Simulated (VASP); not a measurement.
Write the native input for VASP 6.6.1 that does the following.

```
Task                   : single point
Functional             : r2SCAN
Potentials or basis    : VASP PAW PBE potentials, release 64 (Al)
Cutoff                 : 520 eV
k mesh                 : 20 × 20 × 20
Occupations            : gaussian, width 0.2 eV
Spin                   : no spin polarisation
Dipole correction      : no
Further INCAR settings : ALGO = Normal; EDIFF = 1e-06; NBANDS = 8
```

Crystal: Al.

```xyz
1
Lattice="0.0000 2.0240 1.9633 2.0240 0.0000 1.9633 2.0240 2.0240 0.0000" Properties=species:S:1:pos:R:3 pbc="T T T"
Al    0.0000    0.0000    0.0000
```

This cell differs from its parent crystal: strain -0.0300 x Voigt [0, 0, 1, 0, 0, 0].

One way to write it, as run:

POSCAR

```
Al
1.0
    0.0000000000      2.0239800000      1.9632606000
    2.0239800000      0.0000000000      1.9632606000
    2.0239800000      2.0239800000      0.0000000000
Al
1
Direct
    0.0000000000      0.0000000000      0.0000000000
```

INCAR.step1

```
SYSTEM = Al
  PREC = Accurate
  ENCUT = 520
  ISMEAR = 0
  SIGMA = 0.2
  LREAL = .False.
  LASPH = .True.
  NELM = 60
  NBANDS = 8
  GGA = PE
  ALGO = Normal
  EDIFF = 1E-4
  LWAVE = .True.
  LCHARG = .False.
```

INCAR.step2

```
SYSTEM = Al
  PREC = Accurate
  ENCUT = 520
  EDIFF = 1E-6
  ISMEAR = 0
  SIGMA = 0.2
  LREAL = .False.
  LASPH = .True.
  NELM = 60
  ALGO = Normal
  ISIF = 2
  LWAVE = .False.
  LCHARG = .False.
  METAGGA = R2SCAN
  LMIXTAU = .True.
  NBANDS = 8
  ISTART = 1
```

KPOINTS

```
Automatic mesh
0
Gamma
  20 20 20
  0 0 0
```

Potentials or basis: VASP PAW PBE potentials, release 64 (Al).

Launch:

```console
$ cat potpaw_PBE.64/Al/POTCAR > POTCAR
$ cp INCAR.step1 INCAR
$ mpirun -np 1 vasp_std > vasp.out
$ cp INCAR.step2 INCAR
$ mpirun -np 1 vasp_std > vasp.out
```

Results of the run:

| Property | Result |
| --- | --- |
| Pressure | -1.2 GPa |
| Band gap on the k mesh | zero (an odd number of electrons rules out a gap without spin polarisation) |

Caveat: the cell differs from its parent crystal (strain -0.0300 x Voigt [0, 0, 1, 0, 0, 0]); the PAW data sets were made with another functional, which shifts forces and pressure a little.

Run time: 82 s on 1 thread of Intel(R) Xeon(R) 6975P-C (Granite Rapids), with other jobs on the host, peak memory 0.19 GiB.
